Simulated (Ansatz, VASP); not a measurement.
**TaN: VASP beside Ansatz**

The input POSCAR:

```
TaN
1.0
    5.1996298250      0.0000000000      0.0000000000
   -2.5998149125      4.5030115188      0.0000000000
    0.0000000000      0.0000000000      2.9103592740
Ta N
3 3
Direct
    0.3333333333      0.6666666667      0.5000000000
    0.6666666667      0.3333333333      0.5000000000
    0.0000000000      0.0000000000      0.0000000000
    0.0000000000      0.3924063645      0.0000000000
    0.3924063645      0.0000000000      0.0000000000
    0.6075936355      0.6075936355      0.0000000000
```

The input INCAR.step1:

```
SYSTEM = TaN
ALGO = Normal ; EDIFF = 1E-4
ENCUT = 520 ; GGA = PE
ISMEAR = 0 ; LASPH = .TRUE.
LCHARG = .FALSE. ; LREAL = .FALSE.
LWAVE = .TRUE. ; NBANDS = 33
NELM = 100 ; PREC = Accurate
SIGMA = 0.1
```

Contents of INCAR.step2:

```
SYSTEM = TaN
ALGO = Normal ; EDIFF = 1E-6
ENCUT = 520 ; ISIF = 2
ISMEAR = 0 ; ISTART = 1
LASPH = .TRUE. ; LCHARG = .FALSE.
LMIXTAU = .TRUE. ; LREAL = .FALSE.
LWAVE = .FALSE. ; METAGGA = R2SCAN
NBANDS = 33 ; NELM = 100
PREC = Accurate ; SIGMA = 0.1
```

KPOINTS

```
k-points
0
G
  9 9 12
  0 0 0
```

Input for Ansatz:

```yaml
crystal:
  lattice:
    - [5.199629825, 0.0, 0.0]
    - [-2.5998149125, 4.5030115188, 0.0]
    - [0.0, 0.0, 2.910359274]
  atoms:
    - { symbol: Ta, position: [0.3333333333, 0.6666666667, 0.5] }
    - { symbol: Ta, position: [0.6666666667, 0.3333333333, 0.5] }
    - { symbol: Ta, position: [0.0, 0.0, 0.0] }
    - { symbol: "N", position: [0.0, 0.3924063645, 0.0] }
    - { symbol: "N", position: [0.3924063645, 0.0, 0.0] }
    - { symbol: "N", position: [0.6075936355, 0.6075936355, 0.0] }
basis:
  ecutwfc: 500
kpoints:
  mp_grid: { grid: [9, 9, 12] }
hamiltonian:
  xc: r2scan
scf:
  occupations: { method: gaussian, width: 0.1 }
output:
  forces: true
  stress: true
  eigenvalues: true
```

Alike in both runs: task single point; functional r2SCAN; k mesh 9 × 9 × 12; occupations gaussian, width 0.1 eV; no spin polarisation.

|  | VASP | Ansatz |
| --- | --- | --- |
| version | VASP 6.6.1 | Ansatz 0.2.0 |
| potentials or method | VASP PAW PBE potentials, release 64 (Ta_pv, N), cutoff 520 eV | scalar-relativistic, plane waves, PAW |
| valence electrons in the cell | 48 | 54 |

|  | VASP | Ansatz | Ansatz less VASP |
| --- | --- | --- | --- |
| gap on the k mesh at the Fermi level (eV) | none | none | - |
| pressure (GPa) | 1.6 | 0.0 | -1.58 |
| traceless stress, the component that is largest in VASP (GPa) | -0.07 | 0.04 | +0.108 |
| rms of the force components (eV/Å) | 0.003 | 0.000 | -0.0031 |

VASP's potentials were made for PBE, not for r2SCAN. Atom by atom the forces differ by 0.003 eV/Å (rms over components). A gap of «none» marks a metal or a gap that the smearing closes. VASP's potentials hold 48 valence electrons a cell and Ansatz's 54, so a difference there can come from the potentials and not from the codes.

Spin-orbit coupling is off throughout.
